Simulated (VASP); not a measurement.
C, 2 atoms in the cell. The structure is hexagonal, space group P6/mmm (No. 191). The conventional cell has a = 2.466 Å, b = 2.466 Å, c = 4.424 Å, α = 90.00°, β = 90.00°, γ = 120.00°. C (site symmetry -6m2) has 3 C at 1.42 Å within 1.9 Å. The cell was built from a structure type or drawn by symmetry, and may not be a known phase.

- Program: VASP 6.6.1
- Task: relaxation of cell and atoms
- Functional: PBE
- Potentials or basis: VASP PAW PBE potentials, release 64 (C)
- Cutoff: 600 eV
- k mesh: 24 × 24 × 12
- Occupations: gaussian, width 0.1 eV
- Spin: no spin polarisation
- Dipole correction: no
- Further INCAR settings: ALGO = Normal; EDIFF = 1e-06; IBRION = 2; EDIFFG = -0.01; NSW = 100; ISIF = 3

Potentials or basis: VASP PAW PBE potentials, release 64 (C).

The run is started by

```console
$ cat potpaw_PBE.64/C/POTCAR > POTCAR
$ mpirun -np 1 vasp_std > vasp.out
```

Hardware: 1 thread of Intel(R) Xeon(R) 6975P-C (Granite Rapids) (shared host).

How long does it take, and how much memory?

It took 6.1 min on 1 thread of Intel(R) Xeon(R) 6975P-C (Granite Rapids), on a shared host, peak memory 0.19 GiB. Counts: scf iterations 146, k points 427, ion steps 29.
